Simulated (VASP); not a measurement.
Set up this calculation in VASP 6.6.1, as the native input.

```
Task                   : single point
Functional             : PBE
Potentials or basis    : VASP PAW PBE potentials, release 64 (Mn_pv, O)
Cutoff                 : 600 eV
k mesh                 : 8 × 8 × 8
Occupations            : fermi-dirac, width 0.05 eV
Spin                   : collinear spin, ferromagnetic start
Starting moments       : [2.5, 2.5] μB
Dipole correction      : no
Further INCAR settings : ALGO = Normal; EDIFF = 1e-06; NBANDS = 20
```

The structure of MnO lies in POSCAR:

```
MnO
1.0
    0.0000000000      2.2225000000      2.2225000000
    2.2225000000      0.0000000000      2.2225000000
    2.2225000000      2.2225000000      0.0000000000
Mn O
1 1
Direct
    0.0000000000      0.0000000000      0.0000000000
    0.5000000000      0.5000000000      0.5000000000
```

One way to write it, as run:

INCAR

```
  PREC = Accurate
  ENCUT = 600
  EDIFF = 1E-6
  ISMEAR = -1
  SIGMA = 0.05
  LREAL = F
  LASPH = T
  NELM = 200
  ALGO = Normal
  ISIF = 2
  LWAVE = F
  LCHARG = F
  ISPIN = 2
  MAGMOM = 2.5 2.5
  LORBIT = 11
  LMAXMIX = 4
  GGA = PE
  NBANDS = 20
  GGA_COMPAT = F
```

KPOINTS

```
Automatic mesh
0
Gamma
  8 8 8
```

Potentials or basis: VASP PAW PBE potentials, release 64 (Mn_pv, O).

Run with:

```console
$ cat potpaw_PBE.64/Mn_pv/POTCAR potpaw_PBE.64/O/POTCAR > POTCAR
$ mpirun -np 1 vasp_std > vasp.out
```

It gave:

```json
{
 "Pressure": "0.1 GPa",
 "Net moment": "4.78 μB per cell",
 "Site moments": "Mn +4.34; O +0.20 μB",
 "Valence electrons inside the program's atomic spheres": "Mn 11.36; O 4.97"
}
```

Caveat: a cell with one magnetic atom can't hold antiferromagnetic order, which such compounds often take.

Wall time 28 s on 1 thread of Intel(R) Xeon(R) Platinum 8375C CPU @ 2.90GHz (Ice Lake) (shared host), peak memory 0.18 GiB.
